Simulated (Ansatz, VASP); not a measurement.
**CO in VASP and in Ansatz**

```xyz
4
Lattice="2.0766 -5.7885 0.0000 2.0766 5.7885 0.0000 0.0000 0.0000 5.5987" Properties=species:S:1:pos:R:3 pbc="T T T"
C     2.0766    1.1125    4.1990
C     2.0766   -1.1125    1.3997
O     2.0766    2.2480    4.1990
O     2.0766   -2.2480    1.3997
```

Alike in both runs: functional PBE; k mesh 6 × 6 × 4; occupations gaussian, width 0.02 eV; no spin polarisation.

Ansatz relaxed the structure, and its values are those at the end. VASP's run is a single point on that final structure, the one shown.

|  | VASP | Ansatz |
| --- | --- | --- |
| version | VASP 6.6.1 | Ansatz 0.2.0 |
| potentials or method | VASP PAW PBE potentials, release 64 (C, O), cutoff 600 eV | scalar-relativistic, plane waves, PAW |
| valence electrons in the cell | 20 | 20 |

|  | VASP | Ansatz | Ansatz less VASP |
| --- | --- | --- | --- |
| gap on the k mesh at the Fermi level (eV) | 5.85 | 5.85 | 0.000 |
| least direct gap on the mesh (eV) | 5.85 | 5.85 | 0.000 |
| pressure (GPa) | 0.7 | 0.0 | -0.66 |
| rms of the force components (eV/Å) | 0.521 | 0.000 | -0.5212 |

Noted on VASP's run: the standard files for N, O and F lose accuracy on very short bonds.
